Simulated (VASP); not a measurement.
# MgCd2Te3 (P6_3/mmc) in VASP: single point with PBE

Aim: the single point of MgCd2Te3 with PBE.

Everything below comes from runs of VASP 6.6.1. Logs are shortened: lines on timing, memory, paths and dates and some standing lists are left out, and cuts for length are marked.

## (1) The cell of the first run

The structure is hexagonal, space group P6_3/mmc (No. 194). The conventional cell has a = 4.304 Å, b = 4.304 Å, c = 21.027 Å, α = 90.00°, β = 90.00°, γ = 120.00°. Within 4.0 Å of Mg (site symmetry -3m) lie 6 Te at 3.04 Å and 2 Cd at 3.50 Å. Within 4.0 Å of Cd (site symmetry 3m) lie 6 Te at 3.04 Å and 1 Cd at 3.50 Å and 1 Mg at 3.50 Å. Te (site symmetry -6m2) has 6 Cd at 3.04 Å within 4.0 Å. Within 4.0 Å of Te (site symmetry 3m) lie 3 Mg at 3.04 Å and 3 Cd at 3.04 Å.

## (2) Single point, PBE

The input, INCAR:

```
SYSTEM = MgCd2Te3
ALGO = Normal ; EDIFF = 1E-6
ENCUT = 600 ; GGA = PE
GGA_COMPAT = .FALSE. ; ISIF = 2
ISMEAR = 0 ; LASPH = .TRUE.
LCHARG = .FALSE. ; LREAL = .FALSE.
LWAVE = .FALSE. ; NBANDS = 56
NELM = 120 ; PREC = Accurate
SIGMA = 0.1
```

The input, KPOINTS:

```
k-points
0
G
  6 6 1
  0 0 0
```

The input, POSCAR:

```
MgCd2Te3
1.0
    4.3044498600      0.0000000000      0.0000000000
   -2.1522249300      3.7277629300      0.0000000000
    0.0000000000      0.0000000000     21.0267337900
Mg Cd Te
2 4 6
Direct
    0.0000000000      0.0000000000      0.5000000000
    0.0000000000      0.0000000000      0.0000000000
    0.0000000000      0.0000000000      0.8333333300
    0.0000000000      0.0000000000      0.1666666700
    0.0000000000      0.0000000000      0.6666666700
    0.0000000000      0.0000000000      0.3333333300
    0.3333333300      0.6666666700      0.7500000000
    0.3333333300      0.6666666700      0.0833333300
    0.3333333300      0.6666666700      0.4166666700
    0.6666666700      0.3333333300      0.9166666700
    0.6666666700      0.3333333300      0.2500000000
    0.6666666700      0.3333333300      0.5833333300
```

Potentials or basis: VASP PAW PBE potentials, release 64 (Mg, Cd, Te).

The run is started by

```
$ cat potpaw_PBE.64/Mg/POTCAR potpaw_PBE.64/Cd/POTCAR potpaw_PBE.64/Te/POTCAR > POTCAR
$ mpirun -np 1 vasp_std > vasp.out
```

OUTCAR:

```text
SYSTEM = MgCd2Te3
   EDIFF = 1E-6
   ENCUT = 600
   GGA = PE
   ISIF = 2
   ISMEAR = 0
   LASPH = .TRUE.
   LREAL = .FALSE.
   NELM = 120
   PREC = Accurate

 ion  position               nearest neighbor table
   1  0.000  0.000  0.500-   9 3.04  12 3.04  12 3.04   9 3.04  12 3.04   9 3.04   5 3.50   6 3.50

   2  0.000  0.000  0.000-   8 3.04  10 3.04  10 3.04   8 3.04  10 3.04   8 3.04   3 3.50   4 3.50

   3  0.000  0.000  0.833-   7 3.04   7 3.04   7 3.04  10 3.04  10 3.04  10 3.04   5 3.50   2 3.50
[... 7 lines left out ...]
   7  0.333  0.667  0.750-   3 3.04   5 3.04   3 3.04   5 3.04   3 3.04   5 3.04
   8  0.333  0.667  0.083-   2 3.04   2 3.04   2 3.04   4 3.04   4 3.04   4 3.04
   9  0.333  0.667  0.417-   1 3.04   1 3.04   1 3.04   6 3.04   6 3.04   6 3.04
  10  0.667  0.333  0.917-   2 3.04   2 3.04   2 3.04   3 3.04   3 3.04   3 3.04
  11  0.667  0.333  0.250-   4 3.04   6 3.04   4 3.04   6 3.04   4 3.04   6 3.04
  12  0.667  0.333  0.583-   1 3.04   1 3.04   1 3.04   5 3.04   5 3.04   5 3.04

  LATTYP: Found a hexagonal cell.
 ALAT       =     4.3044498600
 C/A-ratio  =     4.8848829639

  Lattice vectors:

 A1 = (   4.3044498600,   0.0000000000,   0.0000000000)
 A2 = (  -2.1522249300,   3.7277629300,   0.0000000000)
 A3 = (   0.0000000000,   0.0000000000,  21.0267337900)

Analysis of symmetry for initial positions (statically):
=====================================================================
 Subroutine PRICEL returns:
 Original cell was already a primitive cell.

 Routine SETGRP: Setting up the symmetry group for a
 hexagonal supercell.

 Subroutine GETGRP returns: Found 24 space group operations
 (whereof 12 operations were pure point group operations)
 out of a pool of 24 trial point group operations.

The static configuration has the point symmetry D_3d.
 The point group associated with its full space group is D_6h.

Analysis of symmetry for dynamics (positions and initial velocities):
=====================================================================
 Subroutine PRICEL returns:
 Original cell was already a primitive cell.

 Routine SETGRP: Setting up the symmetry group for a
 hexagonal supercell.

 Subroutine GETGRP returns: Found 24 space group operations
 (whereof 12 operations were pure point group operations)
 out of a pool of 24 trial point group operations.

The dynamic configuration has the point symmetry D_3d.
 The point group associated with its full space group is D_6h.

 Subroutine INISYM returns: Found 24 space group operations
 (whereof 12 operations are pure point group operations),
 and found     1 'primitive' translations

[... 111 lines left out ...]
   ISMEAR =     0;   SIGMA  =   0.10  broadening in eV -4-tet -1-fermi 0-gaus
   EFERMI_NEDOS =   21; number of points for ismear=-14 and -15
   IALGO  =     38    algorithm
   IMIX   =      4    mixing-type and parameters
     AMIX     =   0.40;   BMIX     =  1.00
     AMIX_MAG =   1.60;   BMIX_MAG =  1.00
  volume/ion in A,a.u.               =      28.12       189.74
  Fermi-wavevector in a.u.,A,eV,Ry     =   1.045979  1.976614 14.885766  1.094073
  Thomas-Fermi vector in A             =   2.180798
   LORBIT       =      0    0 simple, 1 ext, 2 COOP (PROOUT), +10 PAW based schemes
   GGA     = PE    functional components
   LHFCALC =     F    Hartree Fock is set to
   AEXX    =    0.0000 exact exchange contribution
   IVDW    =     0    specifies the selected vdW correction
   LEPSILON=     F    determine dielectric tensor
   LRPA    =     F    only Hartree local field effects (RPA)
 non-spin polarized calculation
 Gauss-broadening in eV      SIGMA  =   0.10
  energy-cutoff  :      600.00
  volume of cell :      337.39
 maximum number of plane-waves:     11309
 NGX is ok and might be reduce to    36
   NGX = 17   NGY = 17   NGZ = 83

 number of electron      87.9999988 magnetization

 Free energy of the ion-electron system (eV)
  ---------------------------------------------------
  ext. energy  EPLUGINS =         0.00000000
  ---------------------------------------------------
  free energy    TOTEN  =       -30.00963530 eV

  energy without entropy =      -29.99944505  energy(sigma->0) =      -30.00454018

 E-fermi :   4.1045     XC(G=0):  -9.4330

 val. band max:        4.0654982013   @ k =   0.1667   0.0000   0.0000
 cond. band min:       4.4941442843   @ k =   0.5000   0.0000   0.0000
 fundamental gap:      0.4286460829
 Fermi energy:         4.1045483590

 k-point     1 :       0.0000    0.0000    0.0000
  band No.  band energies     occupation
      1      -7.4615      2.00000
      2      -7.3092      2.00000
      3      -7.1644      2.00000
      4      -6.7103      2.00000
      5      -6.7029      2.00000
      6      -6.3708      2.00000
[... 402 lines left out ...]
     55      10.0331      0.00000
     56      10.0331      0.00000

------------------------ aborting loop because EDIFF is reached ----------------------------------------

  FORCE on cell =-STRESS in cart. coord.  units (eV):
  Direction    XX          YY          ZZ          XY          YZ          ZX
  --------------------------------------------------------------------------------------
  -------------------------------------------------------------------------------------
  Total        1.0864213      1.0864213      1.3843869      0.0000000      0.0000000     -0.0000000
  in kB        5.1590660      5.1590660      6.5740094      0.0000000      0.0000000     -0.0000000
  external PRESSURE =       5.6307138 kB  Pullay stress =       0.0000000 kB

 VOLUME and BASIS-vectors are now :
 -----------------------------------------------------------------------------
  energy-cutoff  :      600.00
  volume of cell :      337.39
      direct lattice vectors                 reciprocal lattice vectors
     4.304449860  0.000000000  0.000000000     0.232317725  0.134128701  0.000000000
    -2.152224930  3.727762930  0.000000000     0.000000000  0.268257402  0.000000000
     0.000000000  0.000000000 21.026733790     0.000000000  0.000000000  0.047558504

 POSITION                                       TOTAL-FORCE (eV/Angst)
 -----------------------------------------------------------------------------------
      0.00000      0.00000     10.51337         0.000000      0.000000      0.000000
      0.00000      0.00000      0.00000         0.000000      0.000000      0.000000
      0.00000      0.00000     17.52228         0.000000      0.000000      0.052768
      0.00000      0.00000      3.50446         0.000000      0.000000     -0.052768
      0.00000      0.00000     14.01782         0.000000      0.000000     -0.052768
      0.00000      0.00000      7.00891         0.000000      0.000000      0.052768
     -0.00000      2.48518     15.77005        -0.000000     -0.000000     -0.000000
     -0.00000      2.48518      1.75223        -0.000000     -0.000000     -0.349627
     -0.00000      2.48518      8.76114        -0.000000     -0.000000      0.349627
      2.15222      1.24259     19.27451         0.000000      0.000000      0.349627
      2.15222      1.24259      5.25668         0.000000      0.000000      0.000000
      2.15222      1.24259     12.26559        -0.000000      0.000000     -0.349627
 -----------------------------------------------------------------------------------
    total drift:                               -0.000000      0.000000      0.000000

  FREE ENERGIE OF THE ION-ELECTRON SYSTEM (eV)
  ---------------------------------------------------
  free  energy   TOTEN  =       -30.0096353047 eV

  energy  without entropy=      -29.9994450544  energy(sigma->0) =      -30.00454018
```

stdout:

```text
POSCAR found type information on POSCAR MgCdTe
 POSCAR found :  3 types and      12 ions
 scaLAPACK will be used
 LDA part: xc-table for (Slater+PW92), standard interpolation
 POSCAR, INCAR and KPOINTS ok, starting setup
 FFT: planning ... GRIDC
 FFT: planning ... GRID_SOFT
 FFT: planning ... GRID
 WAVECAR not read
 entering main loop
```

Run time: 1.7 min. Hardware: 1 thread of Intel Xeon 6975P-C (Granite Rapids), shared host; peak memory 0.58 GiB.

What came out:

* Free energy: -30.0096 eV
* Pressure: 0.6 GPa
* Largest force: 0.350 eV/Å
* Band gap on the k mesh: zero (bands 44 and 45 overlap by 0.33 eV)

Forces in eV/Å, atoms in the order of the input:
```
Mg   0.000  0.000  0.000
Mg   0.000  0.000  0.000
Cd   0.000  0.000  0.053
Cd   0.000  0.000 -0.053
Cd   0.000  0.000 -0.053
Cd   0.000  0.000  0.053
Te   0.000  0.000  0.000
Te   0.000  0.000 -0.350
Te   0.000  0.000  0.350
Te   0.000  0.000  0.350
Te   0.000  0.000  0.000
Te   0.000  0.000 -0.350
```

Caveat: semilocal functionals underestimate gaps, so a narrow gap can read as zero; spin-orbit coupling is left out, which moves the levels of the heavy elements.
